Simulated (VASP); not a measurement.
Write the native input for VASP 6.6.1 that does the following.

| Quantity | Value |
| --- | --- |
| Task | single point |
| Functional | PBE |
| Potentials or basis | VASP PAW PBE potentials, release 64 (Bi_d) |
| Cutoff | 520 eV |
| k mesh | 16 × 16 × 16 |
| Occupations | gaussian, width 0.1 eV |
| Spin | no spin polarisation |
| Dipole correction | no |
| Further INCAR settings | ALGO = Normal; EDIFF = 1e-06; NBANDS = 14 |

The structure of Bi lies in POSCAR:

```
Bi
1.0
    3.2751590537      0.0000000000      0.0000000000
    0.0000000000      3.2751590537      0.0000000000
    0.0000000000      0.0000000000      3.2751590537
Bi
1
Direct
    0.5000000000      0.5000000000      0.5000000000
```

The input as run:

INCAR

```
ALGO = Normal ; EDIFF = 1E-6
ENCUT = 520 ; GGA = PE
ISIF = 2 ; ISMEAR = 0
LASPH = True ; LCHARG = False
LREAL = False ; LWAVE = False
NBANDS = 14 ; NELM = 100
PREC = Accurate ; SIGMA = 0.1
```

KPOINTS

```
k-points
0
Gamma
  16 16 16
```

Potentials or basis: VASP PAW PBE potentials, release 64 (Bi_d).

The run is started by

```sh
$ cat potpaw_PBE.64/Bi_d/POTCAR > POTCAR
$ mpirun -np 1 vasp_std > vasp.out
```

It gave:

| Item | Value |
| --- | --- |
| Pressure | -0.1 GPa |

Run time: 22 s on 1 thread of Intel Xeon 6975P-C, with other jobs on the host, peak memory 0.19 GiB.
